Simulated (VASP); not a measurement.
# P4H2Ir8C in VASP: single point with r2SCAN

Aim: the single point of P4H2Ir8C with r2SCAN.

Everything below comes from runs of VASP 6.6.1. Logs are shortened: lines on timing, memory, paths and dates and some standing lists are left out, and cuts for length are marked.

### Step 1. The cell of the first run

The cell holds a slab with vacuum, 15 atoms: a = 5.535 Å, b = 5.535 Å, c = 18.151 Å, α = 90.00°, β = 90.00°, γ = 90.00°.

### Step 2. Single point, r2SCAN

POSCAR reads:

```
P4H2Ir8C
1.0
    5.5350000000      0.0000000000      0.0000000000
    0.0000000000      5.5350000000      0.0000000000
    0.0000000000      0.0000000000     18.1512500000
P Ir C H
4 8 1 2
Direct
    0.0000000000      0.0000000000      0.0550926245
   -0.0029810298      0.4972719061      0.2130817437
    0.5023125565     -0.0011020777      0.2125087804
    0.5000000000      0.5000000000      0.0550926245
    0.2497380307      0.7484733514      0.2827518766
    0.2484010840      0.2496657633      0.2826967840
    0.2502258356      0.2497018970      0.1298918807
    0.2503703704      0.7495212285      0.1301948902
    0.7504968383      0.7498102981      0.1298588251
    0.7502439024      0.2500451671      0.1298643344
    0.7503161698      0.2502800361      0.2819971076
    0.7500090334      0.7497380307      0.2819034502
    0.2389521229      0.9684010840      0.3541519179
    0.4582475158      0.9645528455      0.3665532677
    0.0393315266      0.9884010840      0.3682941946
```

INCAR.step1 reads:

```
SYSTEM = P4H2Ir8C
ALGO = Normal
EDIFF = 1E-5
ENCUT = 580
GGA = PE
GGA_COMPAT = .FALSE.
ISMEAR = -1
LASPH = .TRUE.
LCHARG = .FALSE.
LREAL = Auto
LWAVE = .TRUE.
NBANDS = 94
NELM = 120
NELMDL = -8
PREC = Accurate
SIGMA = 0.05
```

INCAR.step2 reads:

```
SYSTEM = P4H2Ir8C
ALGO = Normal
EDIFF = 1E-6
ENCUT = 580
GGA_COMPAT = .FALSE.
ISIF = 2
ISMEAR = -1
ISTART = 1
LASPH = .TRUE.
LCHARG = .TRUE.
LELF = .TRUE.
LMIXTAU = .TRUE.
LREAL = Auto
LVHAR = .TRUE.
LWAVE = .FALSE.
METAGGA = R2SCAN
NBANDS = 94
NELM = 120
PREC = Accurate
SIGMA = 0.05
```

KPOINTS reads:

```
k-points
0
G
  3 3 1
  0 0 0
```

Potentials or basis: VASP PAW PBE potentials, release 64 (P, Ir_sv_GW, C, H).

Launch:

```sh
$ cat potpaw_PBE.64/P/POTCAR potpaw_PBE.64/Ir_sv_GW/POTCAR potpaw_PBE.64/C/POTCAR potpaw_PBE.64/H/POTCAR > POTCAR
$ cp INCAR.step1 INCAR
$ mpirun -np 1 vasp_std > vasp.out
$ cp INCAR.step2 INCAR
$ mpirun -np 1 vasp_std > vasp.out
```

OUTCAR:

```text
SYSTEM = P4H2Ir8C
   EDIFF = 1E-6
   ENCUT = 580
   ISIF = 2
   ISMEAR = -1
   ISTART = 1
   LASPH = .TRUE.
   LREAL = Auto
   METAGGA = R2SCAN
   NELM = 120
   PREC = Accurate

 ion  position               nearest neighbor table
   1  0.000  0.000  0.055-   9 2.38  10 2.38   7 2.38   8 2.39
   2  0.997  0.497  0.213-  11 2.30  12 2.32   6 2.33   5 2.34  10 2.45   9 2.47   7 2.47   8 2.49

   3  0.502  0.999  0.213-  12 2.32  11 2.33   5 2.35   6 2.35   9 2.46  10 2.46   8 2.47   7 2.47

   4  0.500  0.500  0.055-   7 2.38  10 2.38   8 2.38   9 2.38
   5  0.250  0.748  0.283-  13 1.78   2 2.34   3 2.35   6 2.76  12 2.77  12 2.77   8 2.77   6 2.77

   6  0.248  0.250  0.283-  13 2.03   2 2.33   3 2.35  11 2.76   5 2.76   7 2.77   5 2.77  11 2.78

   7  0.250  0.250  0.130-   1 2.38   4 2.38   2 2.47   3 2.47   8 2.77  10 2.77  10 2.77   8 2.77
                             6 2.77
   8  0.250  0.750  0.130-   4 2.38   1 2.39   3 2.47   2 2.49   7 2.77   9 2.77   9 2.77   7 2.77
                             5 2.77
   9  0.750  0.750  0.130-   1 2.38   4 2.38   3 2.46   2 2.47  12 2.76  10 2.77   8 2.77   8 2.77
                            10 2.77
  10  0.750  0.250  0.130-   1 2.38   4 2.38   2 2.45   3 2.46  11 2.76   9 2.77   7 2.77   7 2.77
                             9 2.77
  11  0.750  0.250  0.282-   2 2.30   3 2.33   6 2.76  10 2.76  12 2.76  12 2.77   6 2.78
  12  0.750  0.750  0.282-   3 2.32   2 2.32   9 2.76  11 2.76   5 2.77   5 2.77  11 2.77
  13  0.239  0.968  0.354-  15 1.14  14 1.23   5 1.78   6 2.03
  14  0.458  0.965  0.367-  13 1.23
  15  0.039  0.988  0.368-  13 1.14

  LATTYP: Found a simple tetragonal cell.
 ALAT       =     5.5350000000
 C/A-ratio  =     3.2793586269

  Lattice vectors:

 A1 = (   5.5350000000,   0.0000000000,   0.0000000000)
 A2 = (   0.0000000000,   5.5350000000,   0.0000000000)
 A3 = (   0.0000000000,   0.0000000000,  18.1512500000)

Analysis of symmetry for initial positions (statically):
=====================================================================
 Subroutine PRICEL returns:
 Original cell was already a primitive cell.

 Routine SETGRP: Setting up the symmetry group for a
 simple tetragonal supercell.

 Subroutine GETGRP returns: Found  1 space group operations
 (whereof  1 operations were pure point group operations)
 out of a pool of 16 trial point group operations.

The static configuration has the point symmetry C_1 .

Analysis of symmetry for dynamics (positions and initial velocities):
=====================================================================
 Subroutine PRICEL returns:
 Original cell was already a primitive cell.

 Routine SETGRP: Setting up the symmetry group for a
 simple tetragonal supercell.

 Subroutine GETGRP returns: Found  1 space group operations
 (whereof  1 operations were pure point group operations)
 out of a pool of 16 trial point group operations.

The dynamic configuration has the point symmetry C_1 .

 Subroutine INISYM returns: Found  1 space group operations
 (whereof  1 operations are pure point group operations),
 and found     1 'primitive' translations

----------------------------------------------------------------------------------------

                                     Primitive cell

  volume of cell :     556.0858

  direct lattice vectors                    reciprocal lattice vectors
     5.535000000  0.000000000  0.000000000     0.180668473  0.000000000  0.000000000
     0.000000000  5.535000000  0.000000000     0.000000000  0.180668473  0.000000000
     0.000000000  0.000000000 18.151250000     0.000000000  0.000000000  0.055092624

  length of vectors
     5.535000000  5.535000000 18.151250000     0.180668473  0.180668473  0.055092624

  position of ions in fractional coordinates (direct lattice)
     0.000000000  0.000000000  0.055092624
     0.997018970  0.497271906  0.213081744
     0.502312557  0.998897922  0.212508780
     0.500000000  0.500000000  0.055092624
     0.249738031  0.748473351  0.282751877
     0.248401084  0.249665763  0.282696784
     0.250225836  0.249701897  0.129891881
     0.250370370  0.749521229  0.130194890
     0.750496838  0.749810298  0.129858825
     0.750243902  0.250045167  0.129864334
     0.750316170  0.250280036  0.281997108
     0.750009033  0.749738031  0.281903450
     0.238952123  0.968401084  0.354151918
     0.458247516  0.964552846  0.366553268
     0.039331527  0.988401084  0.368294195

  ion indices of the primitive-cell ions
   primitive index   ion index
                 1           1
                 2           2
                 3           3
                 4           4
                 5           5
                 6           6
                 7           7
                 8           8
                 9           9
                10          10
                11          11
                12          12
                13          13
                14          14
                15          15

----------------------------------------------------------------------------------------

 KPOINTS: k-points

Automatic generation of k-mesh.
 Grid dimensions read from file:
 generate k-points for:    3    3    1

 Generating k-lattice:

  Cartesian coordinates                     Fractional coordinates (reciprocal lattice)
     0.060222824  0.000000000  0.000000000     0.333333333  0.000000000  0.000000000
     0.000000000  0.060222824  0.000000000     0.000000000  0.333333333  0.000000000
     0.000000000  0.000000000  0.055092624     0.000000000  0.000000000  1.000000000

  Length of vectors
     0.060222824  0.060222824  0.055092624

  Shift w.r.t. Gamma in fractional coordinates (k-lattice)
     0.000000000  0.000000000  0.000000000

 Subroutine IBZKPT returns following result:
 ===========================================

 Found      5 irreducible k-points:

 Following reciprocal coordinates:
            Coordinates               Weight
  0.000000  0.000000  0.000000      1.000000
  0.333333  0.000000  0.000000      2.000000
  0.000000  0.333333  0.000000      2.000000
  0.333333  0.333333  0.000000      2.000000
 -0.333333  0.333333  0.000000      2.000000
   k-points           NKPTS =      5   k-points in BZ     NKDIM =      5   number of bands    NBANDS=     94
   number of dos      NEDOS =    301   number of ions     NIONS =     15
   total plane-waves  NPLWV = 331776
   dimension x,y,z NGX =    48 NGY =   48 NGZ =  144
   dimension x,y,z NGXF=    96 NGYF=   96 NGZF=  288
   ions per type =               4   8   1   2
   NGX,Y,Z   is equivalent  to a cutoff of  14.42, 14.42, 13.19 a.u.
   NGXF,Y,Z  is equivalent  to a cutoff of  28.83, 28.83, 26.38 a.u.
 SYSTEM =  P4H2Ir8C
   PREC   = accura    normal or accurate (medium, high low for compatibility)
   ISTART =      1    job   : 0-new  1-cont  2-samecut
   ICHARG =      0    charge: 1-file 2-atom 10-const
   ISPIN  =      1    spin polarized calculation?
   LNONCOLLINEAR =      F non collinear calculations
   LSORBIT =      F    spin-orbit coupling
   LASPH  =      T    aspherical Exc in radial PAW
   ENCUT  =  580.0 eV  42.63 Ry    6.53 a.u.  10.87 10.87 35.64*2*pi/ulx,y,z
   NELM   =    120;   NELMIN=  2; NELMDL=  0     # of ELM steps
   EDIFF  = 0.1E-05   stopping-criterion for ELM
   LREAL  =      T    real-space projection
   EDIFFG = 0.1E-04   stopping-criterion for IOM
   NSW    =      0    number of steps for IOM
   IBRION =     -1    ionic relax: 0-MD 1-quasi-New 2-CG
   NFREE  =      0    steps in history (QN), initial steepest desc. (CG)
   ISIF   =      2    stress and relaxation
   ISYM   =      2    0-nonsym 1-usesym 2-fastsym
   POTIM  = 0.5000    time-step for ionic-motion
   TEBEG  =    0.0;   TEEND  =   0.0 temperature during run
   PSTRESS=    0.0 pullay stress
   NELECT =     162.0000    total number of electrons
   NUPDOWN=      -1.0000    fix difference up-down
   EMIN   =  10.00;   EMAX   =-10.00  energy-range for DOS
   EFERMI =   0.00;   METHOD = LEGACY
   ISMEAR =    -1;   SIGMA  =   0.05  broadening in eV -4-tet -1-fermi 0-gaus
   EFERMI_NEDOS =   21; number of points for ismear=-14 and -15
   IALGO  =     38    algorithm
   IMIX   =      4    mixing-type and parameters
     AMIX     =   0.40;   BMIX     =  1.00
     AMIX_MAG =   1.60;   BMIX_MAG =  1.00
  volume/ion in A,a.u.               =      37.07       250.18
  Fermi-wavevector in a.u.,A,eV,Ry     =   1.085257  2.050838 16.024706  1.177783
  Thomas-Fermi vector in A             =   2.221366
   LORBIT       =      0    0 simple, 1 ext, 2 COOP (PROOUT), +10 PAW based schemes
   METAGGA = R2SCAN    functional components
   LHFCALC =     F    Hartree Fock is set to
   AEXX    =    0.0000 exact exchange contribution
   IVDW    =     0    specifies the selected vdW correction
   LEPSILON=     F    determine dielectric tensor
   LRPA    =     F    only Hartree local field effects (RPA)
 non-spin polarized calculation
  energy-cutoff  :      580.00
  volume of cell :      556.09
 maximum number of plane-waves:     17660
 NGX is ok and might be reduce to    48
   NGX = 21   NGY = 21   NGZ = 71

 number of electron     161.9999997 magnetization

 Free energy of the ion-electron system (eV)
  ---------------------------------------------------
  ext. energy  EPLUGINS =         0.00000000
  ---------------------------------------------------
  free energy    TOTEN  =      -471.64985048 eV

  energy without entropy =     -471.55875302  energy(sigma->0) =     -471.60430175

 E-fermi :   0.1620     XC(G=0):  -5.5909

 val. band max:        0.0814223941   @ k =  -0.3333   0.3333   0.0000
 cond. band min:       0.1746365420   @ k =   0.0000   0.3333   0.0000
 fundamental gap:      0.0932141479
 Fermi energy:         0.1619649851

 k-point     1 :       0.0000    0.0000    0.0000
  band No.  band energies     occupation
      1     -94.1698      2.00000
      2     -94.1324      2.00000
      3     -94.1094      2.00000
      4     -94.0400      2.00000
      5     -94.0175      2.00000
      6     -93.8506      2.00000
[... 85 lines left out ...]
     92       3.4044      0.00000
     93       3.4656      0.00000

 k-point     2 :       0.3333    0.0000    0.0000
  band No.  band energies     occupation
      1     -94.1697      2.00000
      2     -94.1317      2.00000
      3     -94.1086      2.00000
      4     -94.0409      2.00000
      5     -94.0182      2.00000
      6     -93.8504      2.00000
[... 85 lines left out ...]
     92       3.3637      0.00000
     93       3.9000      0.00000

 k-point     3 :       0.0000    0.3333    0.0000
  band No.  band energies     occupation
      1     -94.1696      2.00000
      2     -94.1287      2.00000
      3     -94.1132      2.00000
      4     -94.0362      2.00000
      5     -94.0213      2.00000
      6     -93.8508      2.00000
[... 85 lines left out ...]
     92       3.6154      0.00000
     93       3.9489      0.00000

 k-point     4 :       0.3333    0.3333    0.0000
  band No.  band energies     occupation
      1     -94.1695      2.00000
      2     -94.1281      2.00000
      3     -94.1123      2.00000
      4     -94.0372      2.00000
      5     -94.0221      2.00000
      6     -93.8507      2.00000
[... 85 lines left out ...]
     92       4.0858      0.00000
     93       4.4527      0.00000

 k-point     5 :      -0.3333    0.3333    0.0000
  band No.  band energies     occupation
      1     -94.1695      2.00000
      2     -94.1281      2.00000
      3     -94.1123      2.00000
      4     -94.0372      2.00000
      5     -94.0221      2.00000
      6     -93.8507      2.00000
[... 85 lines left out ...]
     92       4.0625      0.00000
     93       4.4541      0.00000
 [bands above 93 left out]

------------------------ aborting loop because EDIFF is reached ----------------------------------------

  FORCE on cell =-STRESS in cart. coord.  units (eV):
  Direction    XX          YY          ZZ          XY          YZ          ZX
  --------------------------------------------------------------------------------------
  -------------------------------------------------------------------------------------
  Total      -10.1050895     -6.9148297      0.0749187      0.0403798      4.2574699     -1.4247225
  in kB      -29.1144745    -19.9227957      0.2158535      0.1163412     12.2664920     -4.1048670
  external PRESSURE =     -16.2738056 kB  Pullay stress =       0.0000000 kB

 VOLUME and BASIS-vectors are now :
 -----------------------------------------------------------------------------
  energy-cutoff  :      580.00
  volume of cell :      556.09
      direct lattice vectors                 reciprocal lattice vectors
     5.535000000  0.000000000  0.000000000     0.180668473  0.000000000  0.000000000
     0.000000000  5.535000000  0.000000000     0.000000000  0.180668473  0.000000000
     0.000000000  0.000000000 18.151250000     0.000000000  0.000000000  0.055092624

 POSITION                                       TOTAL-FORCE (eV/Angst)
 -----------------------------------------------------------------------------------
      0.00000      0.00000      1.00000        -0.646576      0.072584      1.758407
      5.51850      2.75240      3.86770        -0.848274      0.002447     -1.246693
      2.78030      5.52890      3.85730         0.551467      0.206386     -1.492316
      2.76750      2.76750      1.00000        -0.019215     -0.064701      1.580544
      1.38230      4.14280      5.13230         1.114421     -4.309727     -4.044091
      1.37490      1.38190      5.13130         0.733154      0.978999     -0.890330
      1.38500      1.38210      2.35770         0.216432     -0.244819     -0.089182
      1.38580      4.14860      2.36320         0.185148      0.223405     -0.151069
      4.15400      4.15020      2.35710         0.221910     -0.111330     -0.493664
      4.15260      1.38400      2.35720         0.293425      0.059248     -0.471726
      4.15300      1.38530      5.11860        -0.326553      0.264256     -0.007174
      4.15130      4.14980      5.11690        -0.103291     -0.385787     -0.176852
      1.32260      5.36010      6.42830        -0.188495      3.038019      3.265338
      2.53640      5.33880      6.65340        -2.161196      0.238381      0.962795
      0.21770      5.47080      6.68500         0.977642      0.032637      1.496013
 -----------------------------------------------------------------------------------
    total drift:                               -0.002253     -0.001773      0.004912

  FREE ENERGIE OF THE ION-ELECTRON SYSTEM (eV)
  ---------------------------------------------------
  free  energy   TOTEN  =      -471.6498504836 eV

  energy  without entropy=     -471.5587530209  energy(sigma->0) =     -471.60430175
```

It took 53 min on 1 thread of Intel Xeon Platinum 8488C (Sapphire Rapids), shared host; peak memory 0.94 GiB.

What came out:

| Property | Result |
| --- | --- |
| Free energy | -471.6499 eV |
| Largest force | 6.014 eV/Å |
| Band gap on the k mesh | zero (bands 81 and 82 overlap by 0.50 eV) |

Forces in eV/Å, atoms in the order of the input:
```
P   -0.647  0.073  1.758
P   -0.848  0.002 -1.247
P    0.551  0.206 -1.492
P   -0.019 -0.065  1.581
Ir   1.114 -4.310 -4.044
Ir   0.733  0.979 -0.890
Ir   0.216 -0.245 -0.089
Ir   0.185  0.223 -0.151
Ir   0.222 -0.111 -0.494
Ir   0.293  0.059 -0.472
Ir  -0.327  0.264 -0.007
Ir  -0.103 -0.386 -0.177
C   -0.188  3.038  3.265
H   -2.161  0.238  0.963
H    0.978  0.033  1.496
```

Levels at points of the mesh, in eV from the Fermi level:
```
           k point  band 76  band 77  band 78  band 79  band 80  band 81  band 82  band 83  band 84  band 85
(0.00, 0.00, 0.00)    -0.22    -0.19    -0.14     0.10     0.24     0.29     0.69     0.77     0.97     1.58
```

Caveat: the k points lie up to 0.38 Å⁻¹ apart; there is no dipole correction, which matters where the two faces differ; the PAW data sets were made with another functional, which shifts forces and pressure a little; spin-orbit coupling is left out, which moves the levels of the heavy elements.

The gap in the log of VASP goes by the Fermi energy; the results here count the filled bands.